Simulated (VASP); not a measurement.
A run of VASP 6.6.1 is set up as follows.

The input INCAR:

```
SYSTEM = Cd4SbO
ALGO     = Fast           ! electronic algorithm
EDIFF    = 1E-6           ! SCF threshold, eV
EDIFFG   = -0.01          ! ionic threshold
ENCUT    = 600            ! plane-wave cutoff, eV
GGA      = PE             ! functional
IBRION   = 2              ! ionic algorithm
ISIF     = 3              ! what is computed and relaxed
ISMEAR   = 0              ! smearing method
LASPH    = .TRUE.         ! aspherical terms in the spheres
LCHARG   = .FALSE.        ! write CHGCAR
LREAL    = .FALSE.        ! projectors in reciprocal space
LWAVE    = .FALSE.        ! write WAVECAR
NELM     = 100            ! most SCF steps
NSW      = 100            ! ionic steps
PREC     = Accurate       ! precision mode
SIGMA    = 0.1            ! smearing width, eV
```

The input KPOINTS:

```
k-points
0
G
  8 8 8
  0 0 0
```

Contents of POSCAR:

```
Cd4SbO
1.0
    0.0000000000      4.0373463498      4.0373463498
    4.0373463498      0.0000000000      4.0373463498
    4.0373463498      4.0373463498      0.0000000000
Cd Sb O
4 1 1
Direct
    0.8742351008      0.3772946975      0.8742351008
    0.8742351008      0.8742351008      0.8742351008
    0.3772946975      0.8742351008      0.8742351008
    0.8742351008      0.8742351008      0.3772946975
    0.2500000000      0.2500000000      0.2500000000
    0.5000000000      0.5000000000      0.5000000000
```

Potentials or basis: VASP PAW PBE potentials, release 64 (Cd, Sb, O).

Launch:

```console
$ cat potpaw_PBE.64/Cd/POTCAR potpaw_PBE.64/Sb/POTCAR potpaw_PBE.64/O/POTCAR > POTCAR
$ mpirun -np 1 vasp_std > vasp.out
```

Question: What does it give for the relaxed volume?

Answer: 21.94 Å³/atom.

Question: Estimate the relaxed cell.

Answer: a = 5.710 Å, b = 5.710 Å, c = 5.710 Å, α = 60.00°, β = 60.00°, γ = 60.00°.

Question: Estimate the space group after relaxing (to 0.1 Å).

Answer: F-43m (No. 216).

Question: Estimate the band gap on the k mesh.

Answer: Zero (an odd number of electrons rules out a gap without spin polarisation).

Final structure:
```cif
data_structure
_symmetry_space_group_name_H-M 'P 1'
_symmetry_Int_Tables_number 1
_cell_length_a 5.7099
_cell_length_b 5.7099
_cell_length_c 5.7099
_cell_angle_alpha 60.000
_cell_angle_beta 60.000
_cell_angle_gamma 60.000
_cell_volume 131.63
loop_
_atom_site_label
_atom_site_type_symbol
_atom_site_fract_x
_atom_site_fract_y
_atom_site_fract_z
_atom_site_occupancy
Cd1 Cd 0.87430 0.37711 0.87430 1
Cd2 Cd 0.87430 0.87430 0.87430 1
Cd3 Cd 0.37711 0.87430 0.87430 1
Cd4 Cd 0.87430 0.87430 0.37711 1
Sb1 Sb 0.25000 0.25000 0.25000 1
O1 O 0.50000 0.50000 0.50000 1
```

Caveat: spin-orbit coupling is left out, which moves the levels of the heavy elements; an odd number of electrons without spin polarisation forces a metal; a magnetic or distorted state may lie lower.
